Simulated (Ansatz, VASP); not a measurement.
# One calculation of Ta2C, two programs

Contents of INCAR:

```
PREC = Accurate ; ENCUT = 600
EDIFF = 1E-6 ; ISMEAR = 0
SIGMA = 0.1 ; LREAL = F
LASPH = T ; NELM = 80
ALGO = Normal ; ISIF = 3
LWAVE = F ; LCHARG = F
GGA = CA ; IBRION = 2
NSW = 100 ; EDIFFG = -0.05
```

Contents of KPOINTS:

```
regular mesh
0
Gamma
  9 9 4
```

POSCAR

```
Ta2C
1.0
    3.1059000000      0.0000000000      0.0000000000
   -1.5529500000      2.6897883016      0.0000000000
    0.0000000000      0.0000000000      4.9464000000
Ta C
2 1
Direct
    0.3333333333      0.6666666667      0.2520100000
    0.6666666667      0.3333333333      0.7479900000
    0.0000000000      0.0000000000      0.0000000000
```

Input for Ansatz:

```yaml
crystal:
  lattice:
    - [3.1059, 0.0, 0.0]
    - [-1.55295, 2.6897883016, 0.0]
    - [0.0, 0.0, 4.9464]
  atoms:
    - { symbol: Ta, position: [0.3333333333, 0.6666666667, 0.25201] }
    - { symbol: Ta, position: [0.6666666667, 0.3333333333, 0.74799] }
    - { symbol: C, position: [0.0, 0.0, 0.0] }
basis:
  ecutwfc: 420
kpoints:
  mp_grid: { grid: [9, 9, 4] }
hamiltonian:
  xc: lda
scf:
  occupations: { method: gaussian, width: 0.1 }
output:
  forces: true
  stress: true
  eigenvalues: true
relax:
  adjacent_minimum: "off"
  f_tol: 0.05
  max_steps: 80
  cell: { stress_tol: 0.5 }
```

Alike in both runs: task relaxation of cell and atoms; functional LDA; k mesh 9 × 9 × 4; occupations gaussian, width 0.1 eV; no spin polarisation.

|  | VASP | Ansatz |
| --- | --- | --- |
| version | VASP 6.6.1 | Ansatz 0.2.0 |
| potentials or method | VASP PAW LDA potentials, release 64 (Ta_pv, C), cutoff 600 eV | scalar-relativistic, plane waves, PAW |
| valence electrons in the cell | 26 | 30 |

|  | VASP | Ansatz | Ansatz less VASP |
| --- | --- | --- | --- |
| gap on the k mesh at the Fermi level, each at its own relaxed structure (eV) | none | none | - |
| relaxed volume (Å³/atom) | 13.42 | 13.37 | -0.055 |
| relaxed cell length with the largest relative difference (Å) | 4.897 | 4.888 | -0.0092 |

LDA's correlation is that of Perdew and Zunger in VASP and of Perdew and Wang (1992) in Ansatz. A gap of «none» marks a metal or a gap that the smearing closes. VASP's potentials hold 26 valence electrons a cell and Ansatz's 30, so a difference there can come from the potentials and not from the codes.

Spin-orbit coupling is off throughout.
